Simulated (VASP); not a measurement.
# Al (P-1) in VASP: further runs

Runs on Al. Level: PBE. Tasks: single point.

All numbers are computed with VASP 6.6.1; they aren't measurements. Logs are shortened: lines on timing, memory, paths and dates and some standing lists are left out, and cuts for length are marked.

## Step 1: The cell of the first run

The typed cell holds 4 atoms: a = 2.802 Å, b = 2.802 Å, c = 9.290 Å, α = 80.16°, β = 91.73°, γ = 109.47°.

## Step 2: Single point, PBE (the part above a cut slid along it)

INCAR

```
PREC = Accurate
ENCUT = 520
EDIFF = 1E-6
ISMEAR = 0
SIGMA = 0.15
LREAL = False
LASPH = True
NELM = 80
ALGO = Fast
ISIF = 2
LWAVE = False
LCHARG = False
GGA = PE
NBANDS = 14
```

KPOINTS

```
Automatic mesh
0
Gamma
  16 16 5
```

POSCAR

```
Al
1.0
   -1.6174623135      1.6174623135     -1.6174623135
   -1.6174623135     -1.6174623135      1.6174623135
   -1.1322236194      5.6611180974      7.2785804109
Al
4
Direct
   -0.0875000000     -0.5250000000      0.8750000000
    0.4875000000      0.4250000000      0.1250000000
   -0.0375000000     -0.2250000000      0.3750000000
    0.4375000000      0.1250000000      0.6250000000
```

Potentials or basis: VASP PAW PBE potentials, release 64 (Al).

Launch:

```console
> cat potpaw_PBE.64/Al/POTCAR > POTCAR
> mpirun -np 1 vasp_std > vasp.out
```

OUTCAR:

```text
PREC = Accurate
   ENCUT = 520
   EDIFF = 1E-6
   ISMEAR = 0
   LREAL = False
   LASPH = True
   NELM = 80
   ISIF = 2
   GGA = PE

 ion  position               nearest neighbor table
   1  0.913  0.475  0.875-   2 2.60   2 2.80   4 2.80   4 2.80   4 3.23   4 3.23   2 3.31
   2  0.487  0.425  0.125-   1 2.60   1 2.80   3 2.80   3 2.80   3 3.23   3 3.23   1 3.31
   3  0.962  0.775  0.375-   2 2.80   4 2.80   2 2.80   4 2.80   2 3.23   4 3.23   4 3.23   2 3.23

   4  0.438  0.125  0.625-   1 2.80   3 2.80   3 2.80   1 2.80   3 3.23   1 3.23   1 3.23   3 3.23

  LATTYP: Found a triclinic cell.
 ALAT       =     4.5748742808
 B/A-ratio  =     0.6123724357
 C/A-ratio  =     2.3396046675
 COS(alpha) =     0.0261741842
 COS(beta)  =     0.3205669789
 COS(gamma) =     0.8164965809

  Lattice vectors:

 A1 = (   0.0000000000,  -3.2349246270,   3.2349246270)
 A2 = (  -1.6174623135,  -1.6174623135,   1.6174623135)
 A3 = (   4.3671482464,  -8.8960427244,  -4.0436557839)

Analysis of symmetry for initial positions (statically):
=====================================================================
 Subroutine PRICEL returns:
 Original cell was already a primitive cell.

 Routine SETGRP: Setting up the symmetry group for a
 triclinic supercell.

 Subroutine GETGRP returns: Found  2 space group operations
 (whereof  1 operations were pure point group operations)
 out of a pool of  2 trial point group operations.

The static configuration has the point symmetry C_1 .
 The point group associated with its full space group is S_2 .

Analysis of symmetry for dynamics (positions and initial velocities):
=====================================================================
 Subroutine PRICEL returns:
 Original cell was already a primitive cell.

 Routine SETGRP: Setting up the symmetry group for a
 triclinic supercell.

 Subroutine GETGRP returns: Found  2 space group operations
 (whereof  1 operations were pure point group operations)
 out of a pool of  2 trial point group operations.

The dynamic configuration has the point symmetry C_1 .
 The point group associated with its full space group is S_2 .

 Subroutine INISYM returns: Found  2 space group operations
 (whereof  1 operations are pure point group operations),
 and found     1 'primitive' translations

----------------------------------------------------------------------------------------

                                     Primitive cell

  volume of cell :      67.7053

  direct lattice vectors                    reciprocal lattice vectors
    -1.617462313  1.617462313 -1.617462313    -0.309126213  0.146834951 -0.162291262
    -1.617462313 -1.617462313  1.617462313    -0.309126213 -0.200932039  0.108194175
    -1.132223619  5.661118097  7.278580411     0.000000000  0.077281553  0.077281553

  length of vectors
     2.801526906  2.801526906  9.290205662     0.378758462  0.384237790  0.109292621

  position of ions in fractional coordinates (direct lattice)
     0.912500000  0.475000000  0.875000000
     0.487500000  0.425000000  0.125000000
     0.962500000  0.775000000  0.375000000
     0.437500000  0.125000000  0.625000000

  ion indices of the primitive-cell ions
   primitive index   ion index
                 1           1
                 2           2
                 3           3
                 4           4

----------------------------------------------------------------------------------------

 KPOINTS: Automatic mesh

Automatic generation of k-mesh.
 Grid dimensions read from file:
 generate k-points for:   16   16    5

 Generating k-lattice:

  Cartesian coordinates                     Fractional coordinates (reciprocal lattice)
    -0.019320388  0.009177184 -0.010143204     0.062500000  0.000000000  0.000000000
    -0.019320388 -0.012558252  0.006762136     0.000000000  0.062500000  0.000000000
     0.000000000  0.015456311  0.015456311     0.000000000  0.000000000  0.200000000

  Length of vectors
     0.023672404  0.024014862  0.021858524

  Shift w.r.t. Gamma in fractional coordinates (k-lattice)
     0.000000000  0.000000000  0.000000000

 Subroutine IBZKPT returns following result:
 ===========================================

 Found    642 irreducible k-points:

 Following reciprocal coordinates:
            Coordinates               Weight
  0.000000  0.000000  0.000000      1.000000
  0.062500  0.000000  0.000000      2.000000
  0.125000  0.000000  0.000000      2.000000
  0.187500  0.000000  0.000000      2.000000
  0.250000  0.000000  0.000000      2.000000
  0.312500  0.000000  0.000000      2.000000
[... 16 lines left out ...]
 -0.187500  0.062500 -0.000000      2.000000
 -0.125000  0.062500 -0.000000      2.000000
 [... further k-points ...]
   k-points           NKPTS =    642   k-points in BZ     NKDIM =    642   number of bands    NBANDS=     14
   number of dos      NEDOS =    301   number of ions     NIONS =      4
   total plane-waves  NPLWV =  40320
   dimension x,y,z NGX =    24 NGY =   24 NGZ =   70
   dimension x,y,z NGXF=    48 NGYF=   48 NGZF=  140
   ions per type =               4
   NGX,Y,Z   is equivalent  to a cutoff of  14.24, 14.24, 12.53 a.u.
   NGXF,Y,Z  is equivalent  to a cutoff of  28.48, 28.48, 25.05 a.u.
 SYSTEM =  unknown system
   PREC   = accura    normal or accurate (medium, high low for compatibility)
   ISTART =      0    job   : 0-new  1-cont  2-samecut
   ICHARG =      2    charge: 1-file 2-atom 10-const
   ISPIN  =      1    spin polarized calculation?
   LNONCOLLINEAR =      F non collinear calculations
   LSORBIT =      F    spin-orbit coupling
   LASPH  =      T    aspherical Exc in radial PAW
   ENCUT  =  520.0 eV  38.22 Ry    6.18 a.u.   5.21  5.21 17.27*2*pi/ulx,y,z
   NELM   =     80;   NELMIN=  2; NELMDL= -5     # of ELM steps
   EDIFF  = 0.1E-05   stopping-criterion for ELM
   LREAL  =      F    real-space projection
   EDIFFG = 0.1E-04   stopping-criterion for IOM
   NSW    =      0    number of steps for IOM
   IBRION =     -1    ionic relax: 0-MD 1-quasi-New 2-CG
   NFREE  =      0    steps in history (QN), initial steepest desc. (CG)
   ISIF   =      2    stress and relaxation
   ISYM   =      2    0-nonsym 1-usesym 2-fastsym
   POTIM  = 0.5000    time-step for ionic-motion
   TEBEG  =    0.0;   TEEND  =   0.0 temperature during run
   PSTRESS=    0.0 pullay stress
   NELECT =      12.0000    total number of electrons
   NUPDOWN=      -1.0000    fix difference up-down
   EMIN   =  10.00;   EMAX   =-10.00  energy-range for DOS
   EFERMI =   0.00;   METHOD = LEGACY
   ISMEAR =     0;   SIGMA  =   0.15  broadening in eV -4-tet -1-fermi 0-gaus
   EFERMI_NEDOS =   21; number of points for ismear=-14 and -15
   IALGO  =     68    algorithm
   IMIX   =      4    mixing-type and parameters
     AMIX     =   0.40;   BMIX     =  1.00
     AMIX_MAG =   1.60;   BMIX_MAG =  1.00
  volume/ion in A,a.u.               =      16.93       114.22
  Fermi-wavevector in a.u.,A,eV,Ry     =   0.919590  1.737774 11.505718  0.845646
  Thomas-Fermi vector in A             =   2.044801
   LORBIT       =      0    0 simple, 1 ext, 2 COOP (PROOUT), +10 PAW based schemes
   GGA     = PE    functional components
   LHFCALC =     F    Hartree Fock is set to
   AEXX    =    0.0000 exact exchange contribution
   IVDW    =     0    specifies the selected vdW correction
   LEPSILON=     F    determine dielectric tensor
   LRPA    =     F    only Hartree local field effects (RPA)
 non-spin polarized calculation
 RMM-DIIS sequential band-by-band and
 Gauss-broadening in eV      SIGMA  =   0.15
  energy-cutoff  :      520.00
  volume of cell :       67.71
 maximum number of plane-waves:      1844
 NGX is ok and might be reduce to    24
   NGX = 11   NGY = 11   NGZ = 35

 number of electron      12.0000000 magnetization

 Free energy of the ion-electron system (eV)
  ---------------------------------------------------
  ext. energy  EPLUGINS =         0.00000000
  ---------------------------------------------------
  free energy    TOTEN  =       -14.57989756 eV

  energy without entropy =      -14.56008480  energy(sigma->0) =      -14.56999118

 E-fermi :   7.6984     XC(G=0): -10.1014

 val. band max:        7.6981023310   @ k =  -0.2500   0.4375   0.2000
 cond. band min:       7.6986444942   @ k =  -0.0625  -0.3125   0.4000
 fundamental gap:      0.0005421632
 Fermi energy:         7.6983703051

 k-point     1 :       0.0000    0.0000    0.0000
  band No.  band energies     occupation
      1      -3.2286      2.00000
      2      -1.4727      2.00000
      3      -1.4680      2.00000
      4       3.4791      2.00000
      5       3.9032      2.00000
      6      11.8546      0.00000
      7      11.9653      0.00000
      8      15.8884      0.00000
      9      16.0671      0.00000
     10      16.6575      0.00000
     11      16.7335      0.00000
     12      17.4095      0.00000
     13      17.9369      0.00000
     14      18.1425      0.00000

 k-point     2 :       0.0625    0.0000    0.0000
  band No.  band energies     occupation
      1      -3.1456      2.00000
      2      -1.4103      2.00000
      3      -1.3665      2.00000
      4       3.5518      2.00000
      5       3.9885      2.00000
      6      11.8999      0.00000
      7      12.0569      0.00000
      8      14.3063      0.00000
      9      15.4852      0.00000
     10      16.0188      0.00000
     11      16.1991      0.00000
     12      16.4489      0.00000
     13      18.3728      0.00000
     14      18.5238      0.00000
[... 343 lines left out ...]
      1      -2.5661      2.00000
      2      -0.8815      2.00000
      3      -0.7504      2.00000
      4       4.0600      2.00000
      5       4.5821      2.00000
      6      10.9548      0.00000
      7      11.9378      0.00000
      8      12.4822      0.00000
      9      12.6033      0.00000
     10      13.0096      0.00000
     11      16.3453      0.00000
     12      17.2561      0.00000
     13      17.5019      0.00000
     14      17.6093      0.00000

 k-point    24 :      -0.1250    0.0625   -0.0000
  band No.  band energies     occupation
      1      -2.9238      2.00000
      2      -1.2566      2.00000
      3      -1.0819      2.00000
      4       3.7032      2.00000
      5       4.2591      2.00000
      6      11.8952      0.00000
      7      12.4053      0.00000
      8      12.9431      0.00000
      9      14.0516      0.00000
     10      14.8721      0.00000
     11      17.0091      0.00000
     12      17.1830      0.00000
     13      17.8851      0.00000
     14      18.0853      0.00000

 [... further k-points ...]

------------------------ aborting loop because EDIFF is reached ----------------------------------------

  FORCE on cell =-STRESS in cart. coord.  units (eV):
  Direction    XX          YY          ZZ          XY          YZ          ZX
  --------------------------------------------------------------------------------------
  -------------------------------------------------------------------------------------
  Total       -0.3674374      0.2938406      1.1682573     -0.1363931      0.0374482      0.0370236
  in kB       -8.6950372      6.9534439     27.6456373     -3.2276054      0.8861750      0.8761274
  external PRESSURE =       8.6346813 kB  Pullay stress =       0.0000000 kB

 VOLUME and BASIS-vectors are now :
 -----------------------------------------------------------------------------
  energy-cutoff  :      520.00
  volume of cell :       67.71
      direct lattice vectors                 reciprocal lattice vectors
    -1.617462313  1.617462313 -1.617462313    -0.309126213  0.146834951 -0.162291262
    -1.617462313 -1.617462313  1.617462313    -0.309126213 -0.200932039  0.108194175
    -1.132223619  5.661118097  7.278580411     0.000000000  0.077281553  0.077281553

 POSITION                                       TOTAL-FORCE (eV/Angst)
 -----------------------------------------------------------------------------------
     -3.23492      5.66112      5.66112        -0.024709     -0.133897     -0.454735
     -1.61746      0.80873      0.80873         0.024709      0.133897      0.454735
     -3.23492      2.42619      2.42619        -0.001017     -0.014889     -0.032484
     -1.61746      4.04366      4.04366         0.001017      0.014889      0.032484
 -----------------------------------------------------------------------------------
    total drift:                               -0.000001     -0.000000      0.000000

  FREE ENERGIE OF THE ION-ELECTRON SYSTEM (eV)
  ---------------------------------------------------
  free  energy   TOTEN  =       -14.5798975555 eV

  energy  without entropy=      -14.5600847998  energy(sigma->0) =      -14.56999118
```

Wall time 11 min (1 thread of Intel Xeon 8259CL, shared host); peak memory 0.54 GiB.

What came out:

```
Free energy            : -14.5799 eV
Pressure               : 0.9 GPa
Largest force          : 0.475 eV/Å
Band gap on the k mesh : zero (bands 6 and 7 overlap by 6.60 eV)
```

Forces in eV/Å, atoms in the order of the input:
```
Al  -0.025 -0.134 -0.455
Al   0.025  0.134  0.455
Al  -0.001 -0.015 -0.032
Al   0.001  0.015  0.032
```

Caveat: the cell differs from its parent crystal (the part above a cut slid along it).

(Part 1 of 2 ends here.)
